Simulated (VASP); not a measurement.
# Sb (Fd-3m) in VASP: a series of runs, part 2 of 2

VASP 6.6.1.

## 3. Single point, PBEsol (30.38 Å³/atom)

This run uses another cell than the first one, of 30.38 Å³/atom.

Contents of INCAR:

```
PREC     = Accurate       # precision mode
ENCUT    = 500            # plane-wave cutoff, eV
EDIFF    = 1E-6           # SCF threshold, eV
ISMEAR   = -1             # smearing method
SIGMA    = 0.1            # smearing width, eV
LREAL    = F              # projectors in reciprocal space
LASPH    = T              # aspherical terms in the spheres
NELM     = 120            # most SCF steps
ALGO     = Normal         # electronic algorithm
ISIF     = 2              # what is computed and relaxed
LWAVE    = F              # write WAVECAR
LCHARG   = F              # write CHGCAR
GGA      = PS             # functional
NBANDS   = 12             # bands
GGA_COMPAT= F
```

Contents of KPOINTS:

```
regular mesh
0
Gamma
  10 10 10
```

Contents of POSCAR:

```
Sb
1.0
    0.0000000000      3.1202300791      3.1202300791
    3.1202300791      0.0000000000      3.1202300791
    3.1202300791      3.1202300791      0.0000000000
Sb
2
Direct
   -0.1250000000     -0.1250000000     -0.1250000000
    0.1250000000      0.1250000000      0.1250000000
```

Potentials or basis: VASP PAW PBE potentials, release 64 (Sb).

Run with:

```
cat potpaw_PBE.64/Sb/POTCAR > POTCAR
mpirun -np 1 vasp_std > vasp.out
```

OUTCAR:

```text
PREC = Accurate
   ENCUT = 500
   EDIFF = 1E-6
   ISMEAR = -1
   LREAL = F
   LASPH = T
   NELM = 120
   ISIF = 2
   GGA = PS

 ion  position               nearest neighbor table
   1  0.875  0.875  0.875-   2 2.70   2 2.70   2 2.70   2 2.70
   2  0.125  0.125  0.125-   1 2.70   1 2.70   1 2.70   1 2.70

  LATTYP: Found a face centered cubic cell.
 ALAT       =     6.2404601582

  Lattice vectors:

 A1 = (   0.0000000000,   3.1202300791,   3.1202300791)
 A2 = (   3.1202300791,   0.0000000000,   3.1202300791)
 A3 = (   3.1202300791,   3.1202300791,   0.0000000000)

Analysis of symmetry for initial positions (statically):
=====================================================================
 Subroutine PRICEL returns:
 Original cell was already a primitive cell.

 Routine SETGRP: Setting up the symmetry group for a
 face centered cubic supercell.

 Subroutine GETGRP returns: Found 48 space group operations
 (whereof 12 operations were pure point group operations)
 out of a pool of 48 trial point group operations.

The static configuration has the point symmetry D_3d.
 The point group associated with its full space group is O_h .

Analysis of symmetry for dynamics (positions and initial velocities):
=====================================================================
 Subroutine PRICEL returns:
 Original cell was already a primitive cell.

 Routine SETGRP: Setting up the symmetry group for a
 face centered cubic supercell.

 Subroutine GETGRP returns: Found 48 space group operations
 (whereof 12 operations were pure point group operations)
 out of a pool of 48 trial point group operations.

The dynamic configuration has the point symmetry D_3d.
 The point group associated with its full space group is O_h .

 Subroutine INISYM returns: Found 48 space group operations
 (whereof 12 operations are pure point group operations),
 and found     1 'primitive' translations
[... 119 lines left out ...]
   LORBIT       =      0    0 simple, 1 ext, 2 COOP (PROOUT), +10 PAW based schemes
   GGA     = PS    functional components
   LHFCALC =     F    Hartree Fock is set to
   AEXX    =    0.0000 exact exchange contribution
   IVDW    =     0    specifies the selected vdW correction
   LEPSILON=     F    determine dielectric tensor
   LRPA    =     F    only Hartree local field effects (RPA)
 non-spin polarized calculation
  energy-cutoff  :      500.00
  volume of cell :       60.76
 maximum number of plane-waves:      1572
   NGX = 17   NGY = 17   NGZ = 17

 number of electron      10.0000001 magnetization

 Free energy of the ion-electron system (eV)
  ---------------------------------------------------
  ext. energy  EPLUGINS =         0.00000000
  ---------------------------------------------------
  free energy    TOTEN  =        -7.42188589 eV

  energy without entropy =       -7.37558926  energy(sigma->0) =       -7.39873757

 E-fermi :   7.2802     XC(G=0):  -9.4529

 val. band max:        7.2678086894   @ k =   0.3000   0.3000   0.0000
 cond. band min:       7.3305401961   @ k =   0.2000   0.1000   0.0000
 fundamental gap:      0.0627315066
 Fermi energy:         7.2802495161

 k-point     1 :       0.0000    0.0000    0.0000
  band No.  band energies     occupation
      1      -6.5230      2.00000
      2       3.7457      2.00000
      3       4.9551      2.00000
      4       4.9551      2.00000
      5       4.9551      2.00000
      6       7.5458      0.13136
      7       7.5458      0.13136
      8       7.5458      0.13136
      9      11.0503      0.00000
     10      13.8356      0.00000
     11      13.8356      0.00000
     12      14.7567      0.00000
[... 331 lines left out ...]
 k-point    24 :       0.4000    0.3000    0.0000
  band No.  band energies     occupation
      1      -4.8718      2.00000
      2      -1.3933      2.00000
      3       2.5916      2.00000
      4       2.8535      2.00000
      5       6.4064      1.99968
      6       7.2670      1.06591
      7      10.9660      0.00000
      8      11.4089      0.00000
      9      13.4262      0.00000
     10      15.2916      0.00000
     11      15.3578      0.00000
     12      17.0779      0.00000

 [... further k-points ...]

------------------------ aborting loop because EDIFF is reached ----------------------------------------

  FORCE on cell =-STRESS in cart. coord.  units (eV):
  Direction    XX          YY          ZZ          XY          YZ          ZX
  --------------------------------------------------------------------------------------
  -------------------------------------------------------------------------------------
  Total        7.0021216      7.0021216      7.0021216     -0.0000000      0.0000000      0.0000000
  in kB      184.6504529    184.6504529    184.6504529     -0.0000000      0.0000000      0.0000000
  external PRESSURE =     184.6504529 kB  Pullay stress =       0.0000000 kB

 VOLUME and BASIS-vectors are now :
 -----------------------------------------------------------------------------
  energy-cutoff  :      500.00
  volume of cell :       60.76
      direct lattice vectors                 reciprocal lattice vectors
     0.000000000  3.120230079  3.120230079    -0.160244593  0.160244593  0.160244593
     3.120230079  0.000000000  3.120230079     0.160244593 -0.160244593  0.160244593
     3.120230079  3.120230079  0.000000000     0.160244593  0.160244593 -0.160244593

 POSITION                                       TOTAL-FORCE (eV/Angst)
 -----------------------------------------------------------------------------------
      5.46040      5.46040      5.46040        -0.000000      0.000000     -0.000000
      0.78006      0.78006      0.78006         0.000000     -0.000000      0.000000
 -----------------------------------------------------------------------------------
    total drift:                                0.000000      0.000000     -0.000000

  FREE ENERGIE OF THE ION-ELECTRON SYSTEM (eV)
  ---------------------------------------------------
  free  energy   TOTEN  =        -7.4218858854 eV

  energy  without entropy=       -7.3755892569  energy(sigma->0) =       -7.39873757
```

Run time: 20 s. Hardware: 1 thread of Intel Xeon 6975P-C (Granite Rapids), shared host; peak memory 0.17 GiB.

What came out:

```yaml
Free_energy: -7.4219 eV
Pressure: 18.5 GPa
Band_gap_on_the_k_mesh: zero (bands 5 and 6 overlap by 1.95 eV)
```

Levels at points of the mesh, in eV from the Fermi level:
| k point | band 1 | band 2 | band 3 | band 4 | band 5 | band 6 | band 7 | band 8 | band 9 | band 10 |
| --- | --- | --- | --- | --- | --- | --- | --- | --- | --- | --- |
| (0.00, 0.00, 0.00) | -13.80 | -3.53 | -2.33 | -2.33 | -2.33 | 0.27 | 0.27 | 0.27 | 3.77 | 6.56 |
| (0.50, 0.00, 0.00) | -12.17 | -9.13 | -3.50 | -3.50 | -2.28 | 1.50 | 1.50 | 4.53 | 7.08 | 7.20 |
| (0.50, 0.50, 0.00) | -10.60 | -10.60 | -4.80 | -4.80 | -1.01 | -1.01 | 5.91 | 5.91 | 7.76 | 7.76 |

Caveat: the cell stands under pressure; the PAW data sets were made with another functional, which shifts forces and pressure a little; spin-orbit coupling is left out, which moves the levels of the heavy elements.

## 4. Single point, PBEsol (34.43 Å³/atom)

This run uses another cell than the first one, of 34.43 Å³/atom.

Contents of INCAR:

```
  PREC = Accurate
  ENCUT = 500
  EDIFF = 1E-6
  ISMEAR = -1
  SIGMA = 0.1
  LREAL = False
  LASPH = True
  NELM = 120
  ALGO = Normal
  ISIF = 2
  LWAVE = False
  LCHARG = False
  GGA = PS
  NBANDS = 12
  GGA_COMPAT = False
```

Contents of KPOINTS:

```
Automatic mesh
0
Gamma
  10 10 10
```

Contents of POSCAR:

```
Sb
1.0
    0.0000000000      3.2531631178      3.2531631178
    3.2531631178      0.0000000000      3.2531631178
    3.2531631178      3.2531631178      0.0000000000
Sb
2
Direct
   -0.1250000000     -0.1250000000     -0.1250000000
    0.1250000000      0.1250000000      0.1250000000
```

Run with:

```
cat potpaw_PBE.64/Sb/POTCAR > POTCAR
mpirun -np 1 vasp_std > vasp.out
```

Wall time 32 s (1 thread of Intel Xeon 6975P-C (Granite Rapids), shared host); peak memory 0.2 GiB.

Results (log left out):

* Free energy: -8.0718 eV
* Pressure: 8.2 GPa
* Band gap on the k mesh: zero (bands 5 and 6 overlap by 1.61 eV)

Levels at points of the mesh, in eV from the Fermi level:
| k point | band 2 | band 3 | band 4 | band 5 | band 6 | band 7 | band 8 | band 9 |
| --- | --- | --- | --- | --- | --- | --- | --- | --- |
| (0.00, 0.00, 0.00) | -4.27 | -2.07 | -2.07 | -2.07 | 0.42 | 0.42 | 0.42 | 3.83 |
| (0.50, 0.00, 0.00) | -8.57 | -3.07 | -3.07 | -2.29 | 1.59 | 1.59 | 4.62 | 6.24 |
| (0.50, 0.50, 0.00) | -10.01 | -4.18 | -4.18 | -0.73 | -0.73 | 5.25 | 5.25 | 7.05 |

Caveat: the cell stands under pressure; the PAW data sets were made with another functional, which shifts forces and pressure a little; spin-orbit coupling is left out, which moves the levels of the heavy elements.

## 5. Single point, PBEsol (38.48 Å³/atom)

This run uses another cell than the first one, of 38.48 Å³/atom.

Contents of INCAR:

```
SYSTEM = Sb
PREC     = Accurate       ! precision mode
ENCUT    = 500            ! plane-wave cutoff, eV
EDIFF    = 1E-6           ! SCF threshold, eV
ISMEAR   = -1             ! smearing method
SIGMA    = 0.1            ! smearing width, eV
LREAL    = .FALSE.        ! projectors in reciprocal space
LASPH    = .TRUE.         ! aspherical terms in the spheres
NELM     = 120            ! most SCF steps
ALGO     = Normal         ! electronic algorithm
ISIF     = 2              ! what is computed and relaxed
LWAVE    = .FALSE.        ! write WAVECAR
LCHARG   = .TRUE.         ! write CHGCAR
GGA      = PS             ! functional
LELF     = .TRUE.         ! ELF
LVHAR    = .TRUE.       
NBANDS   = 12             ! bands
GGA_COMPAT= .FALSE.
```

Contents of KPOINTS:

```
regular mesh
0
G
  10 10 10
  0 0 0
```

Contents of POSCAR:

```
Sb
1.0
    0.0000000000      3.3760385711      3.3760385711
    3.3760385711      0.0000000000      3.3760385711
    3.3760385711      3.3760385711      0.0000000000
Sb
2
Direct
   -0.1250000000     -0.1250000000     -0.1250000000
    0.1250000000      0.1250000000      0.1250000000
```

Potentials or basis: VASP PAW PBE potentials, release 64 (Sb).

Run with:

```
cat potpaw_PBE.64/Sb/POTCAR > POTCAR
mpirun -np 1 vasp_std > vasp.out
```

OUTCAR:

```text
SYSTEM = Sb
   PREC = Accurate
   ENCUT = 500
   EDIFF = 1E-6
   ISMEAR = -1
   LREAL = .FALSE.
   LASPH = .TRUE.
   NELM = 120
   ISIF = 2
   GGA = PS

 ion  position               nearest neighbor table
   1  0.875  0.875  0.875-   2 2.92   2 2.92   2 2.92   2 2.92
   2  0.125  0.125  0.125-   1 2.92   1 2.92   1 2.92   1 2.92

  LATTYP: Found a face centered cubic cell.
 ALAT       =     6.7520771422

  Lattice vectors:

 A1 = (   0.0000000000,   3.3760385711,   3.3760385711)
 A2 = (   3.3760385711,   0.0000000000,   3.3760385711)
 A3 = (   3.3760385711,   3.3760385711,   0.0000000000)

Analysis of symmetry for initial positions (statically):
=====================================================================
 Subroutine PRICEL returns:
 Original cell was already a primitive cell.

 Routine SETGRP: Setting up the symmetry group for a
 face centered cubic supercell.

 Subroutine GETGRP returns: Found 48 space group operations
 (whereof 12 operations were pure point group operations)
 out of a pool of 48 trial point group operations.

The static configuration has the point symmetry D_3d.
[... 173 lines left out ...]
      3       2.7645      2.00000
      4       2.7645      2.00000
      5       2.7645      2.00000
      6       5.1501      0.01151
      7       5.1501      0.01151
      8       5.1501      0.01151
      9       8.4884      0.00000
     10      11.0867      0.00000
     11      11.0867      0.00000
     12      12.1759      0.00000
[... 331 lines left out ...]
 k-point    24 :       0.4000    0.3000    0.0000
  band No.  band energies     occupation
      1      -6.1173      2.00000
      2      -3.4854      2.00000
      3       1.0287      2.00000
      4       1.2159      2.00000
      5       4.1816      1.97873
      6       4.6096      1.12577
      7       7.9009      0.00000
      8       8.1231      0.00000
      9       9.8568      0.00000
     10      11.8116      0.00000
     11      12.4178      0.00000
     12      13.8972      0.00000

 [... further k-points ...]

------------------------ aborting loop because EDIFF is reached ----------------------------------------

  FORCE on cell =-STRESS in cart. coord.  units (eV):
  Direction    XX          YY          ZZ          XY          YZ          ZX
  --------------------------------------------------------------------------------------
  -------------------------------------------------------------------------------------
  Total        1.0377058      1.0377058      1.0377058      0.0000000      0.0000000      0.0000000
  in kB       21.6039228     21.6039228     21.6039228      0.0000000      0.0000000      0.0000000
  external PRESSURE =      21.6039228 kB  Pullay stress =       0.0000000 kB

 VOLUME and BASIS-vectors are now :
 -----------------------------------------------------------------------------
  energy-cutoff  :      500.00
  volume of cell :       76.96
      direct lattice vectors                 reciprocal lattice vectors
     0.000000000  3.376038571  3.376038571    -0.148102573  0.148102573  0.148102573
     3.376038571  0.000000000  3.376038571     0.148102573 -0.148102573  0.148102573
     3.376038571  3.376038571  0.000000000     0.148102573  0.148102573 -0.148102573

 POSITION                                       TOTAL-FORCE (eV/Angst)
 -----------------------------------------------------------------------------------
      5.90807      5.90807      5.90807        -0.000000      0.000000     -0.000000
      0.84401      0.84401      0.84401         0.000000     -0.000000      0.000000
 -----------------------------------------------------------------------------------
    total drift:                               -0.000000      0.000000      0.000000

  FREE ENERGIE OF THE ION-ELECTRON SYSTEM (eV)
  ---------------------------------------------------
  free  energy   TOTEN  =        -8.3201408911 eV

  energy  without entropy=       -8.2742615360  energy(sigma->0) =       -8.29720121
```

Run time: 29 s. Hardware: 1 thread of Intel Xeon 6975P-C (Granite Rapids), shared host; peak memory 0.21 GiB.

What came out:

```yaml
Free_energy: -8.3201 eV
Pressure: 2.2 GPa
Band_gap_on_the_k_mesh: zero (bands 5 and 6 overlap by 1.31 eV)
```

Levels at points of the mesh, in eV from the Fermi level:
```csv
k point,band 1,band 2,band 3,band 4,band 5,band 6,band 7,band 8,band 9,band 10
"(0.00, 0.00, 0.00)",-12.02,-4.86,-1.87,-1.87,-1.87,0.52,0.52,0.52,3.85,6.45
"(0.50, 0.00, 0.00)",-10.81,-8.22,-2.74,-2.74,-2.26,1.62,1.62,4.43,5.71,6.46
"(0.50, 0.50, 0.00)",-9.58,-9.58,-3.70,-3.70,-0.56,-0.56,4.69,4.69,6.52,6.52
```

Caveat: the PAW data sets were made with another functional, which shifts forces and pressure a little; spin-orbit coupling is left out, which moves the levels of the heavy elements.

## 6. Overview

```csv
cell,gap on the mesh (eV),pressure (GPa)
"a = 4.207 Å, angles 60.0°, 2 atoms",none,37.1
"a = 4.413 Å, angles 60.0°, 2 atoms",none,18.5
"a = 4.601 Å, angles 60.0°, 2 atoms",none,8.2
"a = 4.774 Å, angles 60.0°, 2 atoms",none,2.2
```

Alike in all rows: task single point; level PBEsol; potentials or basis VASP PAW PBE potentials, release 64 (Sb); no spin polarisation; k mesh 10 × 10 × 10; cutoff (eV) 500; smearing fermi-dirac 0.1 eV.

Caveats: the PAW data sets were made with another functional, which shifts forces and pressure a little; spin-orbit coupling is left out, which moves the levels of the heavy elements; the cell stands under pressure (at least some runs).

Total energies depend on the potentials used, so only differences within one code and one set of settings carry meaning.
